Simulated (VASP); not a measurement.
Set up this calculation in VASP 6.6.1, as the native input.

```
Task                   : single point
Functional             : PBEsol
Dispersion             : D4
Potentials or basis    : VASP PAW PBE potentials, release 64 (Si)
Cutoff                 : 520 eV
k mesh                 : 11 × 11 × 11
Occupations            : gaussian, width 0.1 eV
Spin                   : no spin polarisation
Dipole correction      : no
Further INCAR settings : ALGO = Normal; EDIFF = 1e-06; NBANDS = 11
```

The structure of Si lies in POSCAR:

```
Si
1.0
   -2.3687880000      2.3842520000      1.3347730000
    2.3700060000     -2.3768840000      1.3238010000
    2.3615660000      2.3696630000     -1.3216290000
Si
2
Direct
    0.5000000000      0.5000000000      0.0000000000
    0.2500000000      0.7500000000      0.5000000000
```

This cell differs from its parent crystal: the cell strained at random.

The input as run:

INCAR

```
PREC = Accurate ; ENCUT = 520
EDIFF = 1E-6 ; ISMEAR = 0
SIGMA = 0.1 ; LREAL = F
LASPH = T ; NELM = 80
ALGO = Normal ; ISIF = 2
LWAVE = F ; LCHARG = T
GGA = PS ; IVDW = 13
LELF = T ; LVHAR = T
NBANDS = 11
```

KPOINTS

```
Automatic mesh
0
Gamma
  11 11 11
```

Potentials or basis: VASP PAW PBE potentials, release 64 (Si).

The run is started by

```sh
$ cat potpaw_PBE.64/Si/POTCAR > POTCAR
$ mpirun -np 1 vasp_std > vasp.out
```

It gave:

| Item | Value |
| --- | --- |
| Pressure | -1.7 GPa |
| Largest force | 0.015 eV/Å |
| Band gap on the k mesh | zero (band 4 reaches 11.77 eV, above the bottom of band 5 at 5.63 eV) |
| Dispersion energy per atom | -0.247 eV |

Caveat: the cell differs from its parent crystal (the cell strained at random); the PAW data sets were made with another functional, which shifts forces and pressure a little; pairwise dispersion overbinds metals, which lowers pressure and volume.

Run time: 94 s on 1 thread of Intel(R) Xeon(R) Platinum 8488C (Sapphire Rapids), with other jobs on the host, peak memory 0.29 GiB.
